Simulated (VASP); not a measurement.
# Cr (P-1) in VASP: further runs

Runs on Cr. Level: PBE. Tasks: single point.

Program: VASP 6.6.1. These are calculated values, not measurements. Logs are shortened: lines on timing, memory, paths and dates and some standing lists are left out, and cuts for length are marked.

## 1. The cell of the first run

The typed cell holds 1 atom: a = 2.564 Å, b = 2.575 Å, c = 2.614 Å, α = 60.73°, β = 61.16°, γ = 60.86°.

## 2. Single point, PBE, collinear spin, ferromagnetic start

The input, INCAR:

```
PREC = Accurate ; ENCUT = 520
EDIFF = 1E-6 ; ISMEAR = -1
SIGMA = 0.05 ; LREAL = False
LASPH = True ; NELM = 150
ALGO = Normal ; ISIF = 2
LWAVE = False ; LCHARG = False
ISPIN = 2 ; MAGMOM = 3
LORBIT = 11 ; LMAXMIX = 4
GGA = PE ; NBANDS = 16
```

The input, KPOINTS:

```
regular mesh
0
Gamma
  12 12 12
```

The input, POSCAR:

```
Cr
1.0
   -0.0174283700      1.8156326700      1.8106573700
    1.8310089900     -0.0170405700      1.8102695700
    1.8558983200      1.8401342100     -0.0419299100
Cr
1
Direct
    0.0000000000      0.0000000000      0.0000000000
```

Potentials or basis: VASP PAW PBE potentials, release 64 (Cr_pv).

Run with:

```console
cat potpaw_PBE.64/Cr_pv/POTCAR > POTCAR
mpirun -np 1 vasp_std > vasp.out
```

OUTCAR:

```text
PREC = Accurate
   ENCUT = 520
   EDIFF = 1E-6
   ISMEAR = -1
   LREAL = False
   LASPH = True
   NELM = 150
   ISIF = 2
   ISPIN = 2
   LORBIT = 11
   GGA = PE

 ion  position               nearest neighbor table
   1  0.000  0.000  0.000-

  LATTYP: Found a triclinic cell.
 ALAT       =     4.4579143179
 B/A-ratio  =     0.5752097813
 C/A-ratio  =     0.5884016498
 COS(alpha) =     0.0026486038
 COS(beta)  =     0.3043724544
 COS(gamma) =     0.8580110302

  Lattice vectors:

 A1 = (  -1.8384699500,  -3.6557668800,  -1.7687274600)
 A2 = (   0.0174283700,  -1.8156326700,  -1.8106573700)
 A3 = (  -0.0248893300,  -1.8571747800,   1.8521994800)

Analysis of symmetry for initial positions (statically):
=====================================================================
 Subroutine PRICEL returns:
 Original cell was already a primitive cell.

 Routine SETGRP: Setting up the symmetry group for a
 triclinic supercell.

 Subroutine GETGRP returns: Found  2 space group operations
 (whereof  2 operations were pure point group operations)
 out of a pool of  2 trial point group operations.

The static configuration has the point symmetry S_2 .

Analysis of symmetry for dynamics (positions and initial velocities):
=====================================================================
 Subroutine PRICEL returns:
 Original cell was already a primitive cell.

 Routine SETGRP: Setting up the symmetry group for a
 triclinic supercell.

 Subroutine GETGRP returns: Found  2 space group operations
 (whereof  2 operations were pure point group operations)
 out of a pool of  2 trial point group operations.

The dynamic configuration has the point symmetry S_2 .

Analysis of structural, dynamic, and magnetic symmetry:
=====================================================================
 Subroutine PRICEL returns:
 Original cell was already a primitive cell.

 Routine SETGRP: Setting up the symmetry group for a
 triclinic supercell.

 Subroutine GETGRP returns: Found  2 space group operations
 (whereof  2 operations were pure point group operations)
 out of a pool of  2 trial point group operations.

The overall configuration has the point symmetry S_2 .

 Subroutine INISYM returns: Found  2 space group operations
 (whereof  2 operations are pure point group operations),
 and found     1 'primitive' translations

----------------------------------------------------------------------------------------

                                     Primitive cell

  volume of cell :      12.4553

  direct lattice vectors                    reciprocal lattice vectors
    -0.017428370  1.815632670  1.810657370    -0.267390350  0.275902865  0.273050868
     1.831008990 -0.017040570  1.810269570     0.273617217 -0.269738007  0.273112875
     1.855898320  1.840134210 -0.041929910     0.266363859  0.268711517 -0.266886010

  length of vectors
     2.564235920  2.574870913  2.613849767     0.471356306  0.471397514  0.463015904

  position of ions in fractional coordinates (direct lattice)
     0.000000000  0.000000000  0.000000000

  ion indices of the primitive-cell ions
   primitive index   ion index
                 1           1

----------------------------------------------------------------------------------------

 KPOINTS: regular mesh

Automatic generation of k-mesh.
 Grid dimensions read from file:
 generate k-points for:   12   12   12

 Generating k-lattice:

  Cartesian coordinates                     Fractional coordinates (reciprocal lattice)
    -0.022282529  0.022991905  0.022754239     0.083333333  0.000000000  0.000000000
     0.022801435 -0.022478167  0.022759406     0.000000000  0.083333333  0.000000000
     0.022196988  0.022392626 -0.022240501     0.000000000  0.000000000  0.083333333

  Length of vectors
     0.039279692  0.039283126  0.038584659

  Shift w.r.t. Gamma in fractional coordinates (k-lattice)
     0.000000000  0.000000000  0.000000000

 Subroutine IBZKPT returns following result:
 ===========================================

 Found    868 irreducible k-points:

 Following reciprocal coordinates:
            Coordinates               Weight
  0.000000  0.000000  0.000000      1.000000
  0.083333 -0.000000 -0.000000      2.000000
  0.166667 -0.000000 -0.000000      2.000000
  0.250000 -0.000000  0.000000      2.000000
  0.333333 -0.000000 -0.000000      2.000000
  0.416667 -0.000000 -0.000000      2.000000
[... 16 lines left out ...]
  0.250000  0.166667  0.000000      2.000000
  0.333333  0.166667 -0.000000      2.000000
 [... further k-points ...]
   k-points           NKPTS =    868   k-points in BZ     NKDIM =    868   number of bands    NBANDS=     16
   number of dos      NEDOS =    301   number of ions     NIONS =      1
   total plane-waves  NPLWV =   8000
   dimension x,y,z NGX =    20 NGY =   20 NGZ =   20
   dimension x,y,z NGXF=    40 NGYF=   40 NGZF=   40
   ions per type =               1
   NGX,Y,Z   is equivalent  to a cutoff of  12.97, 12.91, 12.72 a.u.
   NGXF,Y,Z  is equivalent  to a cutoff of  25.93, 25.83, 25.44 a.u.
 SYSTEM =  unknown system
   PREC   = accura    normal or accurate (medium, high low for compatibility)
   ISTART =      0    job   : 0-new  1-cont  2-samecut
   ICHARG =      2    charge: 1-file 2-atom 10-const
   ISPIN  =      2    spin polarized calculation?
   LNONCOLLINEAR =      F non collinear calculations
   LSORBIT =      F    spin-orbit coupling
   LASPH  =      T    aspherical Exc in radial PAW
   ENCUT  =  520.0 eV  38.22 Ry    6.18 a.u.   4.77  4.79  4.86*2*pi/ulx,y,z
   NELM   =    150;   NELMIN=  2; NELMDL= -5     # of ELM steps
   EDIFF  = 0.1E-05   stopping-criterion for ELM
   LREAL  =      F    real-space projection
   EDIFFG = 0.1E-04   stopping-criterion for IOM
   NSW    =      0    number of steps for IOM
   IBRION =     -1    ionic relax: 0-MD 1-quasi-New 2-CG
   NFREE  =      0    steps in history (QN), initial steepest desc. (CG)
   ISIF   =      2    stress and relaxation
   ISYM   =      2    0-nonsym 1-usesym 2-fastsym
   POTIM  = 0.5000    time-step for ionic-motion
   TEBEG  =    0.0;   TEEND  =   0.0 temperature during run
   PSTRESS=    0.0 pullay stress
   NELECT =      12.0000    total number of electrons
   NUPDOWN=      -1.0000    fix difference up-down
   EMIN   =  10.00;   EMAX   =-10.00  energy-range for DOS
   EFERMI =   0.00;   METHOD = LEGACY
   ISMEAR =    -1;   SIGMA  =   0.05  broadening in eV -4-tet -1-fermi 0-gaus
   EFERMI_NEDOS =   21; number of points for ismear=-14 and -15
   IALGO  =     38    algorithm
   IMIX   =      4    mixing-type and parameters
     AMIX     =   0.40;   BMIX     =  1.00
     AMIX_MAG =   1.60;   BMIX_MAG =  1.00
  volume/ion in A,a.u.               =      12.46        84.05
  Fermi-wavevector in a.u.,A,eV,Ry     =   1.616903  3.055504 35.570735  2.614375
  Thomas-Fermi vector in A             =   2.711414
   LORBIT       =     11    0 simple, 1 ext, 2 COOP (PROOUT), +10 PAW based schemes
   GGA     = PE    functional components
   LHFCALC =     F    Hartree Fock is set to
   AEXX    =    0.0000 exact exchange contribution
   IVDW    =     0    specifies the selected vdW correction
   LEPSILON=     F    determine dielectric tensor
   LRPA    =     F    only Hartree local field effects (RPA)
 spin polarized calculation
  energy-cutoff  :      520.00
  volume of cell :       12.46
 maximum number of plane-waves:       345
   NGX =  9   NGY =  9   NGZ =  9

 number of electron      11.9999996 magnetization       0.0004792

 Free energy of the ion-electron system (eV)
  ---------------------------------------------------
  ext. energy  EPLUGINS =         0.00000000
  ---------------------------------------------------
  free energy    TOTEN  =        -9.11651593 eV

  energy without entropy =       -9.10142828  energy(sigma->0) =       -9.10897211

 E-fermi :   9.7131     XC(G=0): -13.2277

 val. band max:        9.7127995672   @ k =   0.0833  -0.0000   0.3333
 cond. band min:       9.7132875035   @ k =   0.0833  -0.0000   0.3333
 fundamental gap:      0.0004879363
 Fermi energy:         9.7130543958

 spin component 1

 k-point     1 :       0.0000    0.0000    0.0000
  band No.  band energies     occupation
      1     -32.7845      1.00000
      2     -32.7486      1.00000
      3     -32.7285      1.00000
      4       2.3629      1.00000
      5       9.1178      0.99999
      6       9.2966      0.99976
[... 8 lines left out ...]
     15      38.8551      0.00000
     16      39.4708      0.00000
[... 419 lines left out ...]
 k-point    24 :       0.3333    0.1667   -0.0000
  band No.  band energies     occupation
      1     -33.1986      1.00000
      2     -32.8885      1.00000
      3     -32.8674      1.00000
      4       5.5256      1.00000
      5       8.0350      1.00000
      6       9.3258      0.99957
[... 8 lines left out ...]
     15      39.5299      0.00000
     16      40.6388      0.00000

 [... further k-points ...]

 spin component 2

 k-point     1 :       0.0000    0.0000    0.0000
  band No.  band energies     occupation
      1     -32.7840      1.00000
      2     -32.7481      1.00000
      3     -32.7281      1.00000
      4       2.3630      1.00000
      5       9.1180      0.99999
      6       9.2970      0.99976
[... 8 lines left out ...]
     15      38.8552      0.00000
     16      39.4709      0.00000
[... 419 lines left out ...]
 k-point    24 :       0.3333    0.1667   -0.0000
  band No.  band energies     occupation
      1     -33.1981      1.00000
      2     -32.8880      1.00000
      3     -32.8669      1.00000
      4       5.5258      1.00000
      5       8.0354      1.00000
      6       9.3262      0.99956
[... 8 lines left out ...]
     15      39.5301      0.00000
     16      40.6390      0.00000

 [... further k-points ...]

------------------------ aborting loop because EDIFF is reached ----------------------------------------

  FORCE on cell =-STRESS in cart. coord.  units (eV):
  Direction    XX          YY          ZZ          XY          YZ          ZX
  --------------------------------------------------------------------------------------
  -------------------------------------------------------------------------------------
  Total       -0.6962707     -0.8446300     -0.9132408      0.0067326     -0.1591485     -0.1535588
  in kB      -89.5642838   -108.6483732   -117.4740714      0.8660456    -20.4719542    -19.7529248
  external PRESSURE =    -105.2289095 kB  Pullay stress =       0.0000000 kB

 VOLUME and BASIS-vectors are now :
 -----------------------------------------------------------------------------
  energy-cutoff  :      520.00
  volume of cell :       12.46
      direct lattice vectors                 reciprocal lattice vectors
    -0.017428370  1.815632670  1.810657370    -0.267390350  0.275902865  0.273050868
     1.831008990 -0.017040570  1.810269570     0.273617217 -0.269738007  0.273112875
     1.855898320  1.840134210 -0.041929910     0.266363859  0.268711517 -0.266886010

 POSITION                                       TOTAL-FORCE (eV/Angst)
 -----------------------------------------------------------------------------------
      0.00000      0.00000      0.00000         0.000000      0.000000      0.000000
 -----------------------------------------------------------------------------------
    total drift:                                0.000000      0.000000      0.000000

  FREE ENERGIE OF THE ION-ELECTRON SYSTEM (eV)
  ---------------------------------------------------
  free  energy   TOTEN  =        -9.1165159340 eV

  energy  without entropy=       -9.1014282801  energy(sigma->0) =       -9.10897211

 total charge

# of ion       s       p       d       tot
------------------------------------------
    1        0.425   6.347   4.146  10.918

 magnetization (x)

# of ion       s       p       d       tot
------------------------------------------
    1       -0.000   0.000   0.000   0.000
```

It took 7.3 min on 1 thread of Intel Xeon 8259CL, shared host; peak memory 0.35 GiB.

Results:

```yaml
Free_energy: -9.1165 eV
Pressure: -10.5 GPa
Band_gap_on_the_k_mesh: zero (filled and empty bands overlap)
Net_moment: 0.00 μB per cell
Valence_electrons_inside_the_program's_atomic_spheres: Cr 10.92
```

Caveat: the cell stands under tension; the moments typed at the start vanished in this run.

## 3. Single point, PBE, collinear spin, ferromagnetic start

The input, INCAR:

```
PREC = Accurate
ENCUT = 520
EDIFF = 1E-6
ISMEAR = -1
SIGMA = 0.05
LREAL = False
LASPH = True
NELM = 150
ALGO = Normal
ISIF = 2
LWAVE = False
LCHARG = True
ISPIN = 2
MAGMOM = -1.14
LORBIT = 11
LMAXMIX = 4
GGA = PE
LELF = True
LVHAR = True
NBANDS = 16
```

The input, KPOINTS:

```
Automatic mesh
0
Gamma
  12 12 12
```

POSCAR is that of step 2.

Potentials or basis: VASP PAW PBE potentials, release 64 (Cr_pv).

Run with:

```console
cat potpaw_PBE.64/Cr_pv/POTCAR > POTCAR
mpirun -np 1 vasp_std > vasp.out
```

Run time: 3.6 min. Hardware: 1 thread of AMD EPYC 9R45 (Zen 5), shared host; peak memory 0.31 GiB.

Results (log left out):

```yaml
Free_energy: -9.1165 eV
Pressure: -10.5 GPa
Band_gap_on_the_k_mesh: zero (filled and empty bands overlap)
Net_moment: 0.00 μB per cell
Valence_electrons_inside_the_program's_atomic_spheres: Cr 10.92
```

Stress tensor (GPa, compression positive):
```
 -8.96   0.09  -1.98
  0.09 -10.87  -2.05
 -1.98  -2.05 -11.75
```

Levels at points of the mesh, in eV from the Fermi level:
Spin up:
```tsv
k point	band 3	band 4	band 5	band 6	band 7	band 8	band 9	band 10
(0.00, 0.00, 0.00)	-42.44	-7.35	-0.60	-0.42	-0.23	1.19	1.29	7.45
(0.50, 0.00, 0.00)	-42.55	-3.73	-0.66	-0.38	0.75	2.24	2.45	7.44
(0.00, 0.50, 0.00)	-42.55	-3.73	-0.73	-0.31	0.75	2.27	2.43	7.44
(0.50, 0.50, 0.00)	-42.72	-3.86	-3.08	2.29	2.62	2.69	3.59	7.45
(0.00, 0.00, 0.50)	-42.52	-3.75	-0.59	-0.35	0.45	2.28	2.34	7.44
(0.50, 0.00, 0.50)	-42.69	-3.87	-3.07	2.31	2.60	2.69	3.52	7.45
(0.00, 0.50, 0.50)	-42.69	-3.87	-3.06	2.31	2.62	2.66	3.33	7.45
(0.50, 0.50, 0.50)	-42.57	-3.72	-0.65	-0.47	0.96	2.30	2.46	7.44
```
Spin down:
```
           k point  band 2  band 3  band 4  band 5  band 6  band 7  band 8  band 9  band 10  band 11
(0.00, 0.00, 0.00)  -42.46  -42.44   -7.35   -0.60   -0.42   -0.23    1.19    1.29     7.45    19.45
(0.50, 0.00, 0.00)  -42.57  -42.55   -3.73   -0.66   -0.38    0.75    2.24    2.45     7.44     8.84
(0.00, 0.50, 0.00)  -42.58  -42.55   -3.73   -0.73   -0.31    0.75    2.27    2.43     7.44     8.84
(0.50, 0.50, 0.00)  -42.74  -42.72   -3.86   -3.08    2.29    2.62    2.69    3.59     7.45    11.86
(0.00, 0.00, 0.50)  -42.54  -42.52   -3.75   -0.59   -0.35    0.45    2.28    2.34     7.44     8.51
(0.50, 0.00, 0.50)  -42.75  -42.69   -3.87   -3.07    2.31    2.60    2.69    3.52     7.45    11.79
(0.00, 0.50, 0.50)  -42.74  -42.69   -3.87   -3.06    2.31    2.62    2.66    3.33     7.45    11.61
(0.50, 0.50, 0.50)  -42.59  -42.57   -3.72   -0.65   -0.47    0.96    2.30    2.46     7.44     9.07
```

Caveat: the cell stands under tension; the moments typed at the start vanished in this run.

## 4. Single point, PBE, collinear spin, ferromagnetic start

The input, INCAR:

```
SYSTEM = Cr
PREC     = Accurate       ! precision mode
ENCUT    = 520            ! plane-wave cutoff, eV
EDIFF    = 1E-6           ! SCF threshold, eV
ISMEAR   = -1             ! smearing method
SIGMA    = 0.05           ! smearing width, eV
LREAL    = .FALSE.        ! projectors in reciprocal space
LASPH    = .TRUE.         ! aspherical terms in the spheres
NELM     = 150            ! most SCF steps
ALGO     = Fast           ! electronic algorithm
ISIF     = 2              ! what is computed and relaxed
LWAVE    = .FALSE.        ! write WAVECAR
LCHARG   = .TRUE.         ! write CHGCAR
ISPIN    = 2              ! spin polarisation
MAGMOM   = 4.5            ! initial moments
LORBIT   = 11             ! projections on sites
LMAXMIX  = 4              ! l up to which the mixer works
GGA      = PE             ! functional
LELF     = .TRUE.         ! ELF
LVHAR    = .TRUE.       
NBANDS   = 16             ! bands
```

The input, KPOINTS:

```
regular mesh
0
G
  12 12 12
  0 0 0
```

POSCAR is that of step 3.

Run with:

```console
cat potpaw_PBE.64/Cr_pv/POTCAR > POTCAR
mpirun -np 1 vasp_std > vasp.out
```

Run time: 4.3 min. Hardware: 1 thread of AMD EPYC 9R45 (Zen 5), shared host; peak memory 0.31 GiB.

It converged, with:

```yaml
Free_energy: -9.1165 eV
Pressure: -10.5 GPa
Band_gap_on_the_k_mesh: zero (filled and empty bands overlap)
Net_moment: 0.00 μB per cell
Valence_electrons_inside_the_program's_atomic_spheres: Cr 10.92
```

Stress tensor (GPa, compression positive):
```
 -8.94   0.09  -1.98
  0.09 -10.85  -2.05
 -1.98  -2.05 -11.73
```

Levels at points of the mesh, in eV from the Fermi level:
Spin up:
```
           k point  band 3  band 4  band 5  band 6  band 7  band 8  band 9  band 10
(0.00, 0.00, 0.00)  -42.44   -7.35   -0.60   -0.42   -0.23    1.19    1.29     7.45
(0.50, 0.00, 0.00)  -42.55   -3.73   -0.66   -0.38    0.75    2.24    2.45     7.44
(0.00, 0.50, 0.00)  -42.55   -3.73   -0.73   -0.31    0.75    2.27    2.43     7.44
(0.50, 0.50, 0.00)  -42.72   -3.86   -3.08    2.29    2.62    2.68    3.59     7.45
(0.00, 0.00, 0.50)  -42.52   -3.75   -0.59   -0.35    0.45    2.27    2.34     7.44
(0.50, 0.00, 0.50)  -42.70   -3.87   -3.07    2.31    2.60    2.69    3.52     7.45
(0.00, 0.50, 0.50)  -42.69   -3.87   -3.06    2.31    2.62    2.66    3.33     7.45
(0.50, 0.50, 0.50)  -42.58   -3.72   -0.65   -0.48    0.96    2.30    2.46     7.44
```
Spin down:
| k point | band 4 | band 5 | band 6 | band 7 | band 8 | band 9 |
| --- | --- | --- | --- | --- | --- | --- |
| (0.00, 0.00, 0.00) | -7.35 | -0.59 | -0.42 | -0.23 | 1.19 | 1.29 |
| (0.50, 0.00, 0.00) | -3.73 | -0.66 | -0.37 | 0.75 | 2.24 | 2.45 |
| (0.00, 0.50, 0.00) | -3.73 | -0.73 | -0.31 | 0.75 | 2.27 | 2.43 |
| (0.50, 0.50, 0.00) | -3.86 | -3.08 | 2.29 | 2.62 | 2.69 | 3.59 |
| (0.00, 0.00, 0.50) | -3.75 | -0.59 | -0.34 | 0.45 | 2.28 | 2.34 |
| (0.50, 0.00, 0.50) | -3.87 | -3.07 | 2.31 | 2.60 | 2.69 | 3.53 |
| (0.00, 0.50, 0.50) | -3.87 | -3.06 | 2.31 | 2.62 | 2.66 | 3.33 |
| (0.50, 0.50, 0.50) | -3.72 | -0.65 | -0.47 | 0.96 | 2.30 | 2.46 |

Caveat: the cell stands under tension; the moments typed at the start vanished in this run.

[end of part 1 of 2]
